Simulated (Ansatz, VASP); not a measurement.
**W in VASP and in Ansatz**

```xyz
1
Lattice="-0.2999 1.9991 2.2990 1.6993 0.0000 1.9991 1.9991 1.9991 -0.2999" Properties=species:S:1:pos:R:3 pbc="T T T"
W     0.0000    0.0000    0.0000
```

Change from the starting cell: engineering shear strain xz -0.3000, normal strain along z +0.1500.

Alike in both runs: task single point; functional PBEsol; k mesh 20 × 20 × 20; occupations gaussian, width 0.15 eV; no spin polarisation.

|  | VASP | Ansatz |
| --- | --- | --- |
| version | VASP 6.6.1 | Ansatz 0.2.0 |
| potentials or method | VASP PAW PBE potentials, release 64 (W_sv), cutoff 500 eV | scalar-relativistic, plane waves, PAW |
| valence electrons in the cell | 14 | 14 |

```csv
,VASP,Ansatz,Ansatz less VASP
gap on the k mesh at the Fermi level (eV),none,none,-
pressure (GPa),-19.8,-20.1,-0.29
"traceless stress, the component that is largest in VASP (GPa)",17.08,16.82,-0.261
```

VASP's potentials were made for PBE, not for PBEsol, and Ansatz warns of the same on its side. A gap of «none» marks a metal or a gap that the smearing closes.

Neither program's run includes spin-orbit coupling.
